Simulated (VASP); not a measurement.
Wanted: the native input for a VASP 6.6.1 run.

```yaml
Task: single point
Functional: r2SCAN
Potentials_or_basis: VASP PAW PBE potentials, release 64 (Ba_sv, Ti_sv, O)
Cutoff: 520 eV
k_mesh: 5 × 5 × 5
Occupations: fermi-dirac, width 0.05 eV
Spin: collinear spin
Starting_moments: "[0.0, 1.0, 0.0, 0.0, 0.0] μB"
Dipole_correction: no
Further_INCAR_settings: ALGO = Normal; EDIFF = 1e-06; NBANDS = 32
```

Crystal: BaTiO3.

```
Ba Ti O
1.0
     3.99000    0.00000    0.00000
     0.00000    2.83450    2.84100
     0.00000   -2.83450    2.84100
Ba Ti O
1 1 3
Direct
  0.00000 0.00000 0.00000
  0.50000 0.51000 0.51000
  0.00000 0.49000 0.49000
  0.50000 0.49000 0.98400
  0.50000 0.98400 0.49000
```

These files were run (other wordings do the same):

POSCAR

```
BaTiO3
1.0
    3.9900000000      0.0000000000      0.0000000000
    0.0000000000      2.8345000000      2.8410000000
    0.0000000000     -2.8345000000      2.8410000000
Ba Ti O
1 1 3
Direct
    0.0000000000      0.0000000000      0.0000000000
    0.5000000000      0.5100000000      0.5100000000
    0.0000000000      0.4900000000      0.4900000000
    0.5000000000      0.4900000000      0.9840000000
    0.5000000000      0.9840000000      0.4900000000
```

INCAR.step1

```
  PREC = Accurate
  ENCUT = 520
  ISMEAR = -1
  SIGMA = 0.05
  LREAL = False
  LASPH = True
  NELM = 150
  ISPIN = 2
  MAGMOM = 0 1 0 0 0
  LMAXMIX = 4
  NBANDS = 32
  GGA = PE
  ALGO = Normal
  EDIFF = 1E-4
  LWAVE = True
  LCHARG = False
```

INCAR.step2

```
  PREC = Accurate
  ENCUT = 520
  EDIFF = 1E-6
  ISMEAR = -1
  SIGMA = 0.05
  LREAL = False
  LASPH = True
  NELM = 150
  ALGO = Normal
  ISIF = 2
  LWAVE = False
  LCHARG = False
  ISPIN = 2
  MAGMOM = 0 1 0 0 0
  LORBIT = 11
  LMAXMIX = 4
  METAGGA = R2SCAN
  LMIXTAU = True
  NBANDS = 32
  ISTART = 1
```

KPOINTS

```
Automatic mesh
0
Gamma
  5 5 5
```

Potentials or basis: VASP PAW PBE potentials, release 64 (Ba_sv, Ti_sv, O).

Launch:

```console
$ cat potpaw_PBE.64/Ba_sv/POTCAR potpaw_PBE.64/Ti_sv/POTCAR potpaw_PBE.64/O/POTCAR > POTCAR
$ cp INCAR.step1 INCAR
$ mpirun -np 1 vasp_std > vasp.out
$ cp INCAR.step2 INCAR
$ mpirun -np 1 vasp_std > vasp.out
```

It gave:

```json
{
  "Pressure": "1.8 GPa",
  "Largest force": "0.150 eV/Å",
  "Band gap on the k mesh": "2.48 eV (least direct gap 2.63 eV)",
  "Net moment": "0.00 μB per cell",
  "Valence electrons inside the program's atomic spheres": "Ba 7.99; Ti 10.15; O 5.07"
}
```

Caveat: the PAW data sets were made with another functional, which shifts forces and pressure a little; spin-orbit coupling is left out, which moves the levels of the heavy elements.

Wall time 3.1 min on 1 thread of Intel(R) Xeon(R) 6975P-C (Granite Rapids), with other jobs on the host, peak memory 0.25 GiB.
